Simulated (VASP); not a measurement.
# GaN (P6_3mc) in VASP: notebook

GaN is run at these levels: r2SCAN; tasks: single point.

Program: VASP 6.6.1. These are calculated values, not measurements. Logs are shortened: lines on timing, memory, paths and dates and some standing lists are left out, and cuts for length are marked.

## 1. The cell of the first run

Symmetry: P6_3mc, No. 186, hexagonal system. The conventional cell has a = 3.119 Å, b = 3.119 Å, c = 5.233 Å, α = 90.00°, β = 90.00°, γ = 120.00°. Ga (site symmetry 3m) has 4 N at 1.92 to 1.94 Å within 2.5 Å. Within 2.5 Å of N (site symmetry 3m) lie 4 Ga at 1.92 to 1.94 Å.

## 2. Single point, r2SCAN (in-plane strain -0.02, then relaxed in part)

POSCAR

```
GaN
1.0
    3.1194405070      0.0000000000      0.0000000000
   -1.5597202535      2.7015147247      0.0000000000
    0.0000000000      0.0000000000      5.2330743793
Ga N
2 2
Direct
    0.3333333333      0.6666666667      0.0016727217
    0.6666666667      0.3333333333      0.5016727217
    0.3333333333      0.6666666667      0.3733272783
    0.6666666667      0.3333333333      0.8733272783
```

INCAR.step1

```
ALGO = Normal ; EDIFF = 1E-4
ENCUT = 520 ; GGA = PE
ISMEAR = 0 ; LASPH = True
LCHARG = False ; LREAL = False
LWAVE = True ; NBANDS = 26
NELM = 60 ; PREC = Accurate
SIGMA = 0.01
```

INCAR.step2

```
ALGO = Normal ; EDIFF = 1E-6
ENCUT = 520 ; ISIF = 2
ISMEAR = 0 ; ISTART = 1
LASPH = True ; LCHARG = False
LMIXTAU = True ; LREAL = False
LWAVE = False ; METAGGA = R2SCAN
NBANDS = 26 ; NELM = 60
PREC = Accurate ; SIGMA = 0.01
```

KPOINTS

```
k-points
0
Gamma
  8 8 4
```

Potentials or basis: VASP PAW PBE potentials, release 64 (Ga_d, N).

On the command line:

```sh
$ cat potpaw_PBE.64/Ga_d/POTCAR potpaw_PBE.64/N/POTCAR > POTCAR
$ cp INCAR.step1 INCAR
$ mpirun -np 1 vasp_std > vasp.out
$ cp INCAR.step2 INCAR
$ mpirun -np 1 vasp_std > vasp.out
```

OUTCAR:

```text
EDIFF = 1E-6
   ENCUT = 520
   ISIF = 2
   ISMEAR = 0
   ISTART = 1
   LASPH = True
   LREAL = False
   METAGGA = R2SCAN
   NELM = 60
   PREC = Accurate

 ion  position               nearest neighbor table
   1  0.333  0.667  0.002-   4 1.92   4 1.92   4 1.92   3 1.94
   2  0.667  0.333  0.502-   3 1.92   3 1.92   3 1.92   4 1.94
   3  0.333  0.667  0.373-   2 1.92   2 1.92   2 1.92   1 1.94
   4  0.667  0.333  0.873-   1 1.92   1 1.92   1 1.92   2 1.94

  LATTYP: Found a hexagonal cell.
 ALAT       =     3.1194405070
 C/A-ratio  =     1.6775682587

  Lattice vectors:

 A1 = (   3.1194405070,   0.0000000000,   0.0000000000)
 A2 = (  -1.5597202535,   2.7015147247,   0.0000000000)
 A3 = (   0.0000000000,   0.0000000000,   5.2330743793)

Analysis of symmetry for initial positions (statically):
=====================================================================
 Subroutine PRICEL returns:
 Original cell was already a primitive cell.

 Routine SETGRP: Setting up the symmetry group for a
 hexagonal supercell.

 Subroutine GETGRP returns: Found 12 space group operations
 (whereof  6 operations were pure point group operations)
 out of a pool of 24 trial point group operations.

The static configuration has the point symmetry C_3v.
 The point group associated with its full space group is C_6v.

Analysis of symmetry for dynamics (positions and initial velocities):
=====================================================================
 Subroutine PRICEL returns:
 Original cell was already a primitive cell.

 Routine SETGRP: Setting up the symmetry group for a
 hexagonal supercell.

 Subroutine GETGRP returns: Found 12 space group operations
 (whereof  6 operations were pure point group operations)
 out of a pool of 24 trial point group operations.

The dynamic configuration has the point symmetry C_3v.
 The point group associated with its full space group is C_6v.

 Subroutine INISYM returns: Found 12 space group operations
 (whereof  6 operations are pure point group operations),
 and found     1 'primitive' translations

----------------------------------------------------------------------------------------

                                     Primitive cell

[... 84 lines left out ...]
 SYSTEM =  unknown system
   PREC   = accura    normal or accurate (medium, high low for compatibility)
   ISTART =      1    job   : 0-new  1-cont  2-samecut
   ICHARG =      0    charge: 1-file 2-atom 10-const
   ISPIN  =      1    spin polarized calculation?
   LNONCOLLINEAR =      F non collinear calculations
   LSORBIT =      F    spin-orbit coupling
   LASPH  =      T    aspherical Exc in radial PAW
   ENCUT  =  520.0 eV  38.22 Ry    6.18 a.u.   5.80  5.80  9.73*2*pi/ulx,y,z
   NELM   =     60;   NELMIN=  2; NELMDL=  0     # of ELM steps
   EDIFF  = 0.1E-05   stopping-criterion for ELM
   LREAL  =      F    real-space projection
   EDIFFG = 0.1E-04   stopping-criterion for IOM
   NSW    =      0    number of steps for IOM
   IBRION =     -1    ionic relax: 0-MD 1-quasi-New 2-CG
   NFREE  =      0    steps in history (QN), initial steepest desc. (CG)
   ISIF   =      2    stress and relaxation
   ISYM   =      2    0-nonsym 1-usesym 2-fastsym
   POTIM  = 0.5000    time-step for ionic-motion
   TEBEG  =    0.0;   TEEND  =   0.0 temperature during run
   PSTRESS=    0.0 pullay stress
   NELECT =      36.0000    total number of electrons
   NUPDOWN=      -1.0000    fix difference up-down
   EMIN   =  10.00;   EMAX   =-10.00  energy-range for DOS
   EFERMI =   0.00;   METHOD = LEGACY
   ISMEAR =     0;   SIGMA  =   0.01  broadening in eV -4-tet -1-fermi 0-gaus
   EFERMI_NEDOS =   21; number of points for ismear=-14 and -15
   IALGO  =     38    algorithm
   IMIX   =      4    mixing-type and parameters
     AMIX     =   0.40;   BMIX     =  1.00
     AMIX_MAG =   1.60;   BMIX_MAG =  1.00
  volume/ion in A,a.u.               =      11.03        74.40
  Fermi-wavevector in a.u.,A,eV,Ry     =   1.530014  2.891307 31.850452  2.340942
  Thomas-Fermi vector in A             =   2.637555
   LORBIT       =      0    0 simple, 1 ext, 2 COOP (PROOUT), +10 PAW based schemes
   METAGGA = R2SCAN    functional components
   LHFCALC =     F    Hartree Fock is set to
   AEXX    =    0.0000 exact exchange contribution
   IVDW    =     0    specifies the selected vdW correction
   LEPSILON=     F    determine dielectric tensor
   LRPA    =     F    only Hartree local field effects (RPA)
 non-spin polarized calculation
 Gauss-broadening in eV      SIGMA  =   0.01
  energy-cutoff  :      520.00
  volume of cell :       44.10
 maximum number of plane-waves:      1201
 NGX is ok and might be reduce to    24
   NGX = 11   NGY = 11   NGZ = 19

 number of electron      36.0000010 magnetization

 Free energy of the ion-electron system (eV)
  ---------------------------------------------------
  ext. energy  EPLUGINS =         0.00000000
  ---------------------------------------------------
  free energy    TOTEN  =       -43.75623317 eV

  energy without entropy =      -43.75623317  energy(sigma->0) =      -43.75623317

 E-fermi :   5.5601     XC(G=0): -12.8503

 val. band max:        5.5139784372   @ k =   0.0000   0.0000   0.0000
 cond. band min:       7.9272873461   @ k =   0.0000   0.0000   0.0000
 fundamental gap:      2.4133089088
 Fermi energy:         5.5601246302

 k-point     1 :       0.0000    0.0000    0.0000
  band No.  band energies     occupation
      1     -11.6389      2.00000
      2     -10.5624      2.00000
      3      -8.4266      2.00000
      4      -8.4004      2.00000
      5      -8.4004      2.00000
      6      -8.3297      2.00000
[... 685 lines left out ...]
     25      18.6242      0.00000
     26      18.6242      0.00000

 [... further k-points ...]
[... 5 lines left out ...]
  --------------------------------------------------------------------------------------
  -------------------------------------------------------------------------------------
  Total        3.0015052      3.0015052      0.3017189      0.0000000      0.0000000      0.0000000
  in kB      109.0457452    109.0457452     10.9615542      0.0000000      0.0000000      0.0000000
  external PRESSURE =      76.3510149 kB  Pullay stress =       0.0000000 kB

 VOLUME and BASIS-vectors are now :
 -----------------------------------------------------------------------------
  energy-cutoff  :      520.00
  volume of cell :       44.10
      direct lattice vectors                 reciprocal lattice vectors
     3.119440507  0.000000000  0.000000000     0.320570307  0.185081353  0.000000000
    -1.559720254  2.701514725  0.000000000     0.000000000  0.370162706  0.000000000
     0.000000000  0.000000000  5.233074379     0.000000000  0.000000000  0.191092258

 POSITION                                       TOTAL-FORCE (eV/Angst)
 -----------------------------------------------------------------------------------
     -0.00000      1.80101      0.00875        -0.000000      0.000000      0.016314
      1.55972      0.90050      2.62529         0.000000     -0.000000      0.016314
     -0.00000      1.80101      1.95365        -0.000000      0.000000     -0.016314
      1.55972      0.90050      4.57019         0.000000     -0.000000     -0.016314
 -----------------------------------------------------------------------------------
    total drift:                                0.000001      0.000003      0.042805

  FREE ENERGIE OF THE ION-ELECTRON SYSTEM (eV)
  ---------------------------------------------------
  free  energy   TOTEN  =       -43.7562331736 eV

  energy  without entropy=      -43.7562331736  energy(sigma->0) =      -43.75623317
```

OSZICAR.step1:

```text
N       E                     dE             d eps       ncg     rms          rms(c)
DAV:   1     0.271461674939E+03    0.27146E+03   -0.17726E+04  1736   0.263E+03
DAV:   2     0.631128134019E+01   -0.26515E+03   -0.25103E+03  1680   0.484E+02
DAV:   3    -0.271748822812E+02   -0.33486E+02   -0.33013E+02  1818   0.141E+02
DAV:   4    -0.283030041130E+02   -0.11281E+01   -0.11223E+01  1884   0.274E+01
DAV:   5    -0.283262820767E+02   -0.23278E-01   -0.23257E-01  1886   0.376E+00    0.111E+01
DAV:   6    -0.241023436592E+02    0.42239E+01   -0.10045E+01  2608   0.505E+01    0.307E+00
DAV:   7    -0.242097530875E+02   -0.10741E+00   -0.15447E+00  1632   0.912E+00    0.275E+00
DAV:   8    -0.242055811040E+02    0.41720E-02   -0.14528E-01  2522   0.556E+00    0.760E-01
DAV:   9    -0.241905493306E+02    0.15032E-01   -0.53748E-02  2594   0.403E+00    0.310E-01
DAV:  10    -0.241912280664E+02   -0.67874E-03   -0.34767E-03  1678   0.476E-01    0.690E-02
DAV:  11    -0.241911101954E+02    0.11787E-03   -0.74546E-04  1960   0.497E-01    0.265E-02
DAV:  12    -0.241911140325E+02   -0.38371E-05   -0.73827E-05   866   0.853E-02
   1 F= -.24191114E+02 E0= -.24191114E+02  d E =-.351684E-82
```

Run time: 2.1 min. Hardware: 1 thread of Intel Xeon Platinum 8175M at 2.50GHz (Skylake/Cascade Lake), shared host; peak memory 0.18 GiB.

What came out:

- Free energy: -43.7562 eV
- Pressure: 7.6 GPa
- Largest force: 0.016 eV/Å
- Band gap on the k mesh: 2.41 eV, direct

Forces in eV/Å, atoms in the order of the input:
```
Ga   0.000  0.000  0.016
Ga   0.000  0.000  0.016
N    0.000  0.000 -0.016
N    0.000  0.000 -0.016
```

Levels at points of the mesh, in eV from the valence-band top:
```
           k point  band 15  band 16  band 17  band 18  band 19  band 20  band 21  band 22
(0.00, 0.00, 0.00)    -1.03    -0.25     0.00     0.00     2.41     5.30     9.84    11.00
(0.50, 0.00, 0.00)    -4.55    -2.87    -2.47    -1.10     5.83     6.13     6.42     9.43
(0.00, 0.00, 0.50)    -0.53    -0.53    -0.53    -0.53     5.01     5.01     9.17     9.17
(0.50, 0.00, 0.50)    -2.24    -2.24    -2.05    -2.05     4.82     4.82     8.55     8.55
```

Caveat: the cell differs from its parent crystal (in-plane strain -0.02, then relaxed in part); the PAW data sets were made with another functional, which shifts forces and pressure a little.

## 3. Single point, r2SCAN (in-plane strain -0.02)

POSCAR

```
GaN
1.0
    3.1194405070      0.0000000000      0.0000000000
   -1.5597202535      2.7015147247      0.0000000000
    0.0000000000      0.0000000000      5.2457816117
Ga N
2 2
Direct
    0.3333333333      0.6666666667     -0.0008903618
    0.6666666667      0.3333333333      0.4991096382
    0.3333333333      0.6666666667      0.3758903618
    0.6666666667      0.3333333333      0.8758903618
```

INCAR.step1

```
PREC = Accurate
ENCUT = 520
ISMEAR = 0
SIGMA = 0.01
LREAL = F
LASPH = T
NELM = 100
NBANDS = 26
GGA = PE
ALGO = Normal
EDIFF = 1E-4
LWAVE = T
LCHARG = F
```

INCAR.step2

```
PREC = Accurate
ENCUT = 520
EDIFF = 1E-6
ISMEAR = 0
SIGMA = 0.01
LREAL = F
LASPH = T
NELM = 100
ALGO = Normal
ISIF = 2
LWAVE = F
LCHARG = F
METAGGA = R2SCAN
LMIXTAU = T
NBANDS = 26
ISTART = 1
```

KPOINTS

```
Automatic mesh
0
Gamma
  8 8 4
```

Potentials or basis: VASP PAW PBE potentials, release 64 (Ga_d, N).

On the command line:

```sh
$ cat potpaw_PBE.64/Ga_d/POTCAR potpaw_PBE.64/N/POTCAR > POTCAR
$ cp INCAR.step1 INCAR
$ mpirun -np 1 vasp_std > vasp.out
$ cp INCAR.step2 INCAR
$ mpirun -np 1 vasp_std > vasp.out
```

Wall time 2.6 min (1 thread of Intel Xeon Platinum 8175M at 2.50GHz (Skylake/Cascade Lake), shared host); peak memory 0.18 GiB.

The run converged. Its results:

- Free energy: -43.7454 eV
- Pressure: 7.5 GPa
- Largest force: 0.369 eV/Å
- Band gap on the k mesh: 2.42 eV, direct

Forces on the atoms (eV/Å):
```
Ga   0.000  0.000  0.369
Ga   0.000  0.000  0.369
N    0.000  0.000 -0.369
N    0.000  0.000 -0.369
```

Stress tensor (GPa, compression positive):
```
12.08  0.00  0.00
 0.00 12.08  0.00
 0.00  0.00 -1.73
```

Levels at points of the mesh, in eV from the valence-band top:
```tsv
k point	band 16	band 17	band 18	band 19	band 20	band 21
(0.00, 0.00, 0.00)	-0.17	0.00	0.00	2.42	5.29	9.86
(0.50, 0.00, 0.00)	-2.85	-2.34	-1.15	5.85	6.18	6.42
(0.00, 0.00, 0.50)	-0.51	-0.51	-0.51	5.03	5.03	9.13
(0.50, 0.00, 0.50)	-2.16	-2.06	-2.06	4.86	4.86	8.50
```

Caveat: the cell differs from its parent crystal (in-plane strain -0.02); the PAW data sets were made with another functional, which shifts forces and pressure a little.
